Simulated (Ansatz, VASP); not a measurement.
## One calculation of MgS, two programs

The input INCAR:

```
SYSTEM = MgS
ALGO = Normal
EDIFF = 1E-6
ENCUT = 520
GGA = PE
ISIF = 2
ISMEAR = 0
LASPH = .True.
LCHARG = .False.
LREAL = .False.
LWAVE = .False.
NBANDS = 11
NELM = 100
PREC = Accurate
SIGMA = 0.02
```

The input KPOINTS:

```
k-points
0
Gamma
  8 8 8
  0 0 0
```

POSCAR

```
MgS
1.0
    0.0000000000      2.6663524935      2.6663524935
    2.6663524935      0.0000000000      2.6663524935
    2.6663524935      2.6663524935      0.0000000000
Mg S
1 1
Direct
    0.5000000000      0.5000000000      0.5000000000
    0.0000000000      0.0000000000      0.0000000000
```

Input for Ansatz:

```yaml
crystal:
  lattice:
    - [0.0, 2.6663524935, 2.6663524935]
    - [2.6663524935, 0.0, 2.6663524935]
    - [2.6663524935, 2.6663524935, 0.0]
  atoms:
    - { symbol: Mg, position: [0.5, 0.5, 0.5] }
    - { symbol: S, position: [0.0, 0.0, 0.0] }
basis:
  ecutwfc: 420
kpoints:
  mp_grid: { grid: [8, 8, 8] }
hamiltonian:
  xc: pbe
scf:
  occupations: { method: gaussian, width: 0.02 }
output:
  forces: true
  stress: true
  eigenvalues: true
```

Alike in both runs: task single point; functional PBE; k mesh 8 × 8 × 8; occupations gaussian, width 0.02 eV; no spin polarisation.

|  | VASP | Ansatz |
| --- | --- | --- |
| version | VASP 6.6.1 | Ansatz 0.2.0 |
| potentials or method | VASP PAW PBE potentials, release 64 (Mg, S), cutoff 520 eV | scalar-relativistic, plane waves, PAW |
| valence electrons in the cell | 8 | 16 |

```csv
,VASP,Ansatz,Ansatz less VASP
gap on the k mesh at the Fermi level (eV),2.61,2.63,+0.018
least direct gap on the mesh (eV),3.16,3.17,+0.014
pressure (GPa),-4.1,-3.8,+0.27
```

With one functional, cell and mesh, what is left measures potentials, basis and numerics. VASP's potentials hold 8 valence electrons a cell and Ansatz's 16, so a difference there can come from the potentials and not from the codes.
